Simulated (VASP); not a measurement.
# CsC2 in VASP: a series of runs

The runs below take CsC2 through single point, relaxation of cell and atoms, with PBE.

Program: VASP 6.6.1. These are calculated values, not measurements. Logs are shortened: lines on timing, memory, paths and dates and some standing lists are left out, and cuts for length are marked.

### 1 The cell of the first run

The structure is hexagonal, space group P6/mmm (No. 191). Conventional cell: a = 2.946 Å, b = 2.946 Å, c = 5.483 Å, α = 90.00°, β = 90.00°, γ = 120.00°. Within 3.9 Å of Cs (site symmetry 6/mmm) lie 6 Cs at 2.95 Å and 12 C at 3.23 Å. C (site symmetry -6m2) has 3 C at 1.70 Å within 2.3 Å.

### 2 Single point, PBE, collinear spin, ferromagnetic start

INCAR reads:

```
SYSTEM = CsC2
PREC = Accurate ; ENCUT = 520
EDIFF = 1E-7 ; ISMEAR = 0
SIGMA = 0.1 ; LREAL = .False.
LASPH = .True. ; NELM = 150
ALGO = Normal ; ISIF = 2
LWAVE = .False. ; LCHARG = .True.
ISPIN = 2 ; MAGMOM = 0 1 1
LORBIT = 11 ; GGA = PE
LELF = .True. ; LVHAR = .True.
NBANDS = 20
```

KPOINTS reads:

```
regular mesh
0
Gamma
  6 6 4
  0 0 0
```

POSCAR reads:

```
CsC2
1.0
    2.9463313380     -0.0000000019      0.0000000000
   -1.4731656674      2.5515977876      0.0000000000
    0.0000000000      0.0000000000      5.4826876204
Cs C
1 2
Direct
    0.0000000000      0.0000000000      0.0000000000
    0.6666666667      0.3333333333      0.5000179465
    0.3333333333      0.6666666667      0.4999820535
```

Potentials or basis: VASP PAW PBE potentials, release 64 (Cs_sv, C).

Command:

```
$ cat potpaw_PBE.64/Cs_sv/POTCAR potpaw_PBE.64/C/POTCAR > POTCAR
$ mpirun -np 1 vasp_std > vasp.out
```

OUTCAR:

```text
SYSTEM = CsC2
   PREC = Accurate
   ENCUT = 520
   EDIFF = 1E-7
   ISMEAR = 0
   LREAL = .False.
   LASPH = .True.
   NELM = 150
   ISIF = 2
   ISPIN = 2
   LORBIT = 11
   GGA = PE

 ion  position               nearest neighbor table
   1  0.000  0.000  0.000-
   2  0.667  0.333  0.500-   3 1.70   3 1.70   3 1.70
   3  0.333  0.667  0.500-   2 1.70   2 1.70   2 1.70

  LATTYP: Found a hexagonal cell.
 ALAT       =     2.9463313380
 C/A-ratio  =     1.8608523589

  Lattice vectors:

 A1 = (   2.9463313380,  -0.0000000019,   0.0000000000)
 A2 = (  -1.4731656674,   2.5515977876,   0.0000000000)
 A3 = (   0.0000000000,   0.0000000000,   5.4826876204)

Analysis of symmetry for initial positions (statically):
=====================================================================
 Subroutine PRICEL returns:
 Original cell was already a primitive cell.

 Routine SETGRP: Setting up the symmetry group for a
 hexagonal supercell.

 Subroutine GETGRP returns: Found 12 space group operations
 (whereof 12 operations were pure point group operations)
 out of a pool of 24 trial point group operations.

The static configuration has the point symmetry D_3d.

Analysis of symmetry for dynamics (positions and initial velocities):
=====================================================================
 Subroutine PRICEL returns:
 Original cell was already a primitive cell.

 Routine SETGRP: Setting up the symmetry group for a
 hexagonal supercell.

 Subroutine GETGRP returns: Found 12 space group operations
 (whereof 12 operations were pure point group operations)
 out of a pool of 24 trial point group operations.

The dynamic configuration has the point symmetry D_3d.

Analysis of structural, dynamic, and magnetic symmetry:
=====================================================================
 Subroutine PRICEL returns:
 Original cell was already a primitive cell.

 Routine SETGRP: Setting up the symmetry group for a
 hexagonal supercell.

 Subroutine GETGRP returns: Found 12 space group operations
 (whereof 12 operations were pure point group operations)
 out of a pool of 24 trial point group operations.

The overall configuration has the point symmetry D_3d.

 Subroutine INISYM returns: Found 12 space group operations
 (whereof 12 operations are pure point group operations),
 and found     1 'primitive' translations

----------------------------------------------------------------------------------------

                                     Primitive cell

  volume of cell :      41.2180

  direct lattice vectors                    reciprocal lattice vectors
     2.946331338 -0.000000002  0.000000000     0.339405140  0.195955649  0.000000000
    -1.473165667  2.551597788  0.000000000     0.000000000  0.391911298  0.000000000
     0.000000000  0.000000000  5.482687620     0.000000000  0.000000000  0.182392299

  length of vectors
     2.946331338  2.946331338  5.482687620     0.391911298  0.391911298  0.182392299

  position of ions in fractional coordinates (direct lattice)
     0.000000000  0.000000000  0.000000000
     0.666666667  0.333333333  0.500017947
     0.333333333  0.666666667  0.499982053

  ion indices of the primitive-cell ions
   primitive index   ion index
                 1           1
                 2           2
                 3           3

----------------------------------------------------------------------------------------

 KPOINTS: regular mesh

Automatic generation of k-mesh.
 Grid dimensions read from file:
 generate k-points for:    6    6    4

 Generating k-lattice:

  Cartesian coordinates                     Fractional coordinates (reciprocal lattice)
     0.056567523  0.032659275  0.000000000     0.166666667 -0.000000000  0.000000000
     0.000000000  0.065318550  0.000000000    -0.000000000  0.166666667  0.000000000
     0.000000000  0.000000000  0.045598075     0.000000000  0.000000000  0.250000000

  Length of vectors
     0.065318550  0.065318550  0.045598075

  Shift w.r.t. Gamma in fractional coordinates (k-lattice)
     0.000000000  0.000000000  0.000000000

 Subroutine IBZKPT returns following result:
 ===========================================

 Found     24 irreducible k-points:

 Following reciprocal coordinates:
            Coordinates               Weight
  0.000000  0.000000  0.000000      1.000000
  0.166667  0.000000  0.000000      6.000000
  0.333333  0.000000  0.000000      6.000000
  0.500000  0.000000  0.000000      3.000000
  0.166667  0.166667  0.000000      6.000000
  0.333333  0.166667  0.000000     12.000000
[... 16 lines left out ...]
  0.333333  0.166667  0.500000     12.000000
  0.333333  0.333333  0.500000      2.000000
   k-points           NKPTS =     24   k-points in BZ     NKDIM =     24   number of bands    NBANDS=     20
   number of dos      NEDOS =    301   number of ions     NIONS =      3
   total plane-waves  NPLWV =  24192
   dimension x,y,z NGX =    24 NGY =   24 NGZ =   42
   dimension x,y,z NGXF=    48 NGYF=   48 NGZF=   84
   ions per type =               1   2
   NGX,Y,Z   is equivalent  to a cutoff of  13.54, 13.54, 12.74 a.u.
   NGXF,Y,Z  is equivalent  to a cutoff of  27.08, 27.08, 25.47 a.u.
 SYSTEM =  CsC2
   PREC   = accura    normal or accurate (medium, high low for compatibility)
   ISTART =      0    job   : 0-new  1-cont  2-samecut
   ICHARG =      2    charge: 1-file 2-atom 10-const
   ISPIN  =      2    spin polarized calculation?
   LNONCOLLINEAR =      F non collinear calculations
   LSORBIT =      F    spin-orbit coupling
   LASPH  =      T    aspherical Exc in radial PAW
   ENCUT  =  520.0 eV  38.22 Ry    6.18 a.u.   5.48  5.48 10.19*2*pi/ulx,y,z
   NELM   =    150;   NELMIN=  2; NELMDL= -5     # of ELM steps
   EDIFF  = 0.1E-06   stopping-criterion for ELM
   LREAL  =      F    real-space projection
   EDIFFG = 0.1E-05   stopping-criterion for IOM
   NSW    =      0    number of steps for IOM
   IBRION =     -1    ionic relax: 0-MD 1-quasi-New 2-CG
   NFREE  =      0    steps in history (QN), initial steepest desc. (CG)
   ISIF   =      2    stress and relaxation
   ISYM   =      2    0-nonsym 1-usesym 2-fastsym
   POTIM  = 0.5000    time-step for ionic-motion
   TEBEG  =    0.0;   TEEND  =   0.0 temperature during run
   PSTRESS=    0.0 pullay stress
   NELECT =      17.0000    total number of electrons
   NUPDOWN=      -1.0000    fix difference up-down
   EMIN   =  10.00;   EMAX   =-10.00  energy-range for DOS
   EFERMI =   0.00;   METHOD = LEGACY
   ISMEAR =     0;   SIGMA  =   0.10  broadening in eV -4-tet -1-fermi 0-gaus
   EFERMI_NEDOS =   21; number of points for ismear=-14 and -15
   IALGO  =     38    algorithm
   IMIX   =      4    mixing-type and parameters
     AMIX     =   0.40;   BMIX     =  1.00
     AMIX_MAG =   1.60;   BMIX_MAG =  1.00
  volume/ion in A,a.u.               =      13.74        92.72
  Fermi-wavevector in a.u.,A,eV,Ry     =   1.218602  2.302825 20.204541  1.484992
  Thomas-Fermi vector in A             =   2.353883
   LORBIT       =     11    0 simple, 1 ext, 2 COOP (PROOUT), +10 PAW based schemes
   GGA     = PE    functional components
   LHFCALC =     F    Hartree Fock is set to
   AEXX    =    0.0000 exact exchange contribution
   IVDW    =     0    specifies the selected vdW correction
   LEPSILON=     F    determine dielectric tensor
   LRPA    =     F    only Hartree local field effects (RPA)
 spin polarized calculation
 Gauss-broadening in eV      SIGMA  =   0.10
  energy-cutoff  :      520.00
  volume of cell :       41.22
 maximum number of plane-waves:      1127
 NGX is ok and might be reduce to    24
   NGX = 11   NGY = 11   NGZ = 21

 number of electron      16.9999997 magnetization       0.0002010

 Free energy of the ion-electron system (eV)
  ---------------------------------------------------
  ext. energy  EPLUGINS =         0.00000000
  ---------------------------------------------------
  free energy    TOTEN  =       -14.15334235 eV

  energy without entropy =      -14.14495182  energy(sigma->0) =      -14.14914708

 E-fermi :   7.2639     XC(G=0): -11.3482

 val. band max:        7.1829568630   @ k =   0.3333   0.1667   0.5000
 cond. band min:       7.2703969958   @ k =   0.3333   0.0000   0.5000
 fundamental gap:      0.0874401327
 Fermi energy:         7.2638797877

 spin component 1

 k-point     1 :       0.0000    0.0000    0.0000
  band No.  band energies     occupation
      1     -18.6618      1.00000
      2      -9.5420      1.00000
      3      -5.3941      1.00000
      4       0.9584      1.00000
      5       0.9584      1.00000
      6       2.8589      1.00000
[... 12 lines left out ...]
     19      18.5730      0.00000
     20      19.4892      0.00000

 k-point     2 :       0.1667    0.0000    0.0000
  band No.  band energies     occupation
      1     -18.1665      1.00000
      2      -9.0780      1.00000
      3      -4.8986      1.00000
      4      -1.8199      1.00000
      5       0.1793      1.00000
      6       1.3472      1.00000
[... 12 lines left out ...]
     19      21.2239      0.00000
     20      21.3382      0.00000
[... 464 lines left out ...]
      2      -7.0226      1.00000
      3      -6.6989      1.00000
      4      -3.7761      1.00000
      5      -3.3927      1.00000
      6      -2.1465      1.00000
[... 12 lines left out ...]
     19      21.2605      0.00000
     20      22.9297      0.00000

 k-point    24 :       0.3333    0.3333    0.5000
  band No.  band energies     occupation
      1     -15.5220      1.00000
      2      -6.1855      1.00000
      3      -6.1855      1.00000
      4      -4.9108      1.00000
      5      -4.9108      1.00000
      6      -2.8788      1.00000
[... 12 lines left out ...]
     19      20.6722      0.00000
     20      22.5773      0.00000
 Fermi energy:         7.2638797877

 spin component 2

 k-point     1 :       0.0000    0.0000    0.0000
  band No.  band energies     occupation
      1     -18.6617      1.00000
      2      -9.5420      1.00000
      3      -5.3940      1.00000
      4       0.9585      1.00000
      5       0.9585      1.00000
      6       2.8589      1.00000
[... 12 lines left out ...]
     19      18.5731      0.00000
     20      19.4896      0.00000

 k-point     2 :       0.1667    0.0000    0.0000
  band No.  band energies     occupation
      1     -18.1664      1.00000
      2      -9.0781      1.00000
      3      -4.8986      1.00000
      4      -1.8197      1.00000
      5       0.1794      1.00000
      6       1.3471      1.00000
[... 12 lines left out ...]
     19      21.2242      0.00000
     20      21.3388      0.00000
[... 465 lines left out ...]
      3      -6.6990      1.00000
      4      -3.7761      1.00000
      5      -3.3925      1.00000
      6      -2.1465      1.00000
[... 12 lines left out ...]
     19      21.2607      0.00000
     20      22.9298      0.00000

 k-point    24 :       0.3333    0.3333    0.5000
  band No.  band energies     occupation
      1     -15.5219      1.00000
      2      -6.1852      1.00000
      3      -6.1852      1.00000
      4      -4.9108      1.00000
      5      -4.9108      1.00000
      6      -2.8788      1.00000
[... 12 lines left out ...]
     19      20.6725      0.00000
     20      22.5774      0.00000

------------------------ aborting loop because EDIFF is reached ----------------------------------------

  FORCE on cell =-STRESS in cart. coord.  units (eV):
  Direction    XX          YY          ZZ          XY          YZ          ZX
  --------------------------------------------------------------------------------------
  -------------------------------------------------------------------------------------
  Total        0.5237033      0.5237033      0.2722409     -0.0000000      0.0000000      0.0000000
  in kB       20.3567575     20.3567575     10.5822186     -0.0000000      0.0000000      0.0000000
  external PRESSURE =      17.0985778 kB  Pullay stress =       0.0000000 kB

 VOLUME and BASIS-vectors are now :
 -----------------------------------------------------------------------------
  energy-cutoff  :      520.00
  volume of cell :       41.22
      direct lattice vectors                 reciprocal lattice vectors
     2.946331338 -0.000000002  0.000000000     0.339405140  0.195955649  0.000000000
    -1.473165667  2.551597788  0.000000000     0.000000000  0.391911298  0.000000000
     0.000000000  0.000000000  5.482687620     0.000000000  0.000000000  0.182392299

 POSITION                                       TOTAL-FORCE (eV/Angst)
 -----------------------------------------------------------------------------------
      0.00000      0.00000      0.00000        -0.000000     -0.000000      0.000000
      1.47317      0.85053      2.74144        -0.000000     -0.000000     -0.000264
      0.00000      1.70107      2.74125         0.000000      0.000000      0.000264
 -----------------------------------------------------------------------------------
    total drift:                                0.000000     -0.000000      0.000000

  FREE ENERGIE OF THE ION-ELECTRON SYSTEM (eV)
  ---------------------------------------------------
  free  energy   TOTEN  =       -14.1533423473 eV

  energy  without entropy=      -14.1449518173  energy(sigma->0) =      -14.14914708

 total charge

# of ion       s       p       d       tot
------------------------------------------
    1        1.857   4.733   0.272   6.862
    2        0.786   1.430   0.000   2.217
    3        0.786   1.430   0.000   2.217
--------------------------------------------------
tot          3.429   7.593   0.272  11.295

 magnetization (x)

# of ion       s       p       d       tot
------------------------------------------
    1        0.000  -0.000   0.000   0.000
    2       -0.000   0.000   0.000   0.000
    3       -0.000   0.000   0.000   0.000
--------------------------------------------------
tot          0.000   0.000   0.000   0.000
```

Run time: 60 s. Hardware: 1 thread of Oxide Virtual Turin-like, shared host; peak memory 0.16 GiB.

Results:

| Property | Result |
| --- | --- |
| Free energy | -14.1533 eV |
| Pressure | 1.7 GPa |
| Net moment | 0.00 μB per cell |
| Valence electrons inside the program's atomic spheres | Cs 6.86; C 2.22 |

Caveat: the k points lie up to 0.41 Å⁻¹ apart; spin-orbit coupling is left out, which moves the levels of the heavy elements.

### 3 Relaxation of cell and atoms, PBE, collinear spin, ferromagnetic start

This run uses another cell than the first one, of 26.52 Å³/atom, 1.930 times its volume.

INCAR reads:

```
PREC = Accurate
ENCUT = 600
EDIFF = 1E-6
ISMEAR = 0
SIGMA = 0.1
LREAL = False
LASPH = True
NELM = 150
ALGO = Normal
ISIF = 3
LWAVE = False
LCHARG = False
ISPIN = 2
MAGMOM = 0 1 1
LORBIT = 11
GGA = PE
IBRION = 2
NSW = 90
EDIFFG = -0.04
```

KPOINTS reads:

```
regular mesh
0
Gamma
  6 6 4
```

POSCAR reads:

```
CsC2
1.0
    4.5359479500      0.0000000000      0.0000000000
   -2.2679739700      3.9282461500      0.0000000000
    0.0000000000      0.0000000000      4.4655662300
Cs C
1 2
Direct
    0.0000000000      0.0000000000      0.0000000000
    0.6666666700      0.3333333300      0.5157329400
    0.3333333300      0.6666666700      0.4842670600
```

Potentials or basis: VASP PAW PBE potentials, release 64 (Cs_sv, C).

Command:

```
$ cat potpaw_PBE.64/Cs_sv/POTCAR potpaw_PBE.64/C/POTCAR > POTCAR
$ mpirun -np 1 vasp_std > vasp.out
```

Run time: 17 min. Hardware: 1 thread of Oxide Virtual Turin-like, shared host; peak memory 0.31 GiB.

The run converged. Its results:

- Free energy: -14.1638 eV
- Relaxed volume: 13.89 Å³/atom
- Relaxed cell: a = 2.958 Å, b = 2.958 Å, c = 5.498 Å, α = 90.00°, β = 90.00°, γ = 120.00°
- Space group after relaxing (to 0.05 Å): P6/mmm (No. 191)
- Energy gained by relaxing: 1621.8 meV/atom
- Ionic steps: 21
- Pressure after relaxing: 0.0 GPa
- Largest force after relaxing: 0.033 eV/Å
- Net moment: 0.00 μB per cell
- Valence electrons inside the program's atomic spheres: Cs 6.85; C 2.21

Forces on the atoms (eV/Å):
```
Cs   0.000  0.000  0.000
C    0.000  0.000  0.033
C    0.000  0.000 -0.033
```

Step by step:
```tsv
step	energy change (eV)	largest force (eV/Å)	pressure (GPa)	volume (Å³)
1	0.0000	0.3001	-5.86	79.57
2	-0.6152	0.0779	-5.60	68.80
3	-2.8569	0.0504	5.62	41.19
4	459.4317	58.9154	16542.16	7.12
5	-2.9219	0.0449	6.35	40.55
6	12.3824	0.8614	468.48	20.41
7	-3.0373	0.0430	9.31	39.34
8	-3.1827	0.0268	38.64	33.13
9	-3.2400	0.0168	19.91	35.97
10	-3.2598	0.0073	24.49	35.11
11	-3.3774	0.0161	29.23	34.33
12	-3.4370	0.0757	42.89	32.71
13	-3.4501	0.0603	38.69	33.14
14	-3.6224	0.0544	35.43	33.56
15	-4.0551	0.0401	26.89	34.82
16	-4.6050	0.0386	13.78	37.37
17	-4.8492	0.0375	-1.30	42.62
18	-4.8627	0.0369	0.42	41.75
19	-4.8636	0.0369	1.08	41.44
20	-4.8646	0.0355	0.70	41.52
21	-4.8653	0.0329	0.02	41.67
```

Final structure:
```
Cs C
1.0
     2.95833    0.00000    0.00000
    -1.47917    2.56199    0.00000
     0.00000    0.00000    5.49810
Cs C
1 2
Direct
  0.00000 0.00000 0.00000
  0.66667 0.33333 0.49772
  0.33333 0.66667 0.50228
```

Levels at points of the mesh, in eV from the Fermi level:
Spin up:
```csv
k point,band 6,band 7,band 8,band 9,band 10,band 11
"(0.00, 0.00, 0.00)",-4.37,-3.79,-3.79,1.52,3.00,4.25
"(0.50, 0.00, 0.00)",-8.76,-5.78,-4.35,-0.40,0.17,1.97
"(0.00, 0.00, 0.50)",-6.39,-3.79,-3.79,1.55,3.32,4.10
"(0.50, 0.00, 0.50)",-8.72,-5.89,-2.92,-1.24,0.60,0.73
```
Spin down:
| k point | band 4 | band 5 | band 6 | band 7 | band 8 | band 9 | band 10 | band 11 | band 12 | band 13 |
| --- | --- | --- | --- | --- | --- | --- | --- | --- | --- | --- |
| (0.00, 0.00, 0.00) | -6.39 | -6.39 | -4.37 | -3.79 | -3.79 | 1.52 | 3.00 | 4.25 | 4.25 | 4.65 |
| (0.50, 0.00, 0.00) | -11.48 | -9.89 | -8.76 | -5.78 | -4.35 | -0.40 | 0.17 | 1.97 | 3.44 | 7.47 |
| (0.00, 0.00, 0.50) | -6.46 | -6.39 | -6.39 | -3.79 | -3.79 | 1.55 | 3.32 | 4.10 | 4.10 | 4.81 |
| (0.50, 0.00, 0.50) | -12.03 | -9.00 | -8.72 | -5.89 | -2.92 | -1.24 | 0.60 | 0.73 | 1.61 | 7.68 |

Caveat: the volume moved by over 15 % at a fixed basis, so the end points are rough; spin-orbit coupling is left out, which moves the levels of the heavy elements.
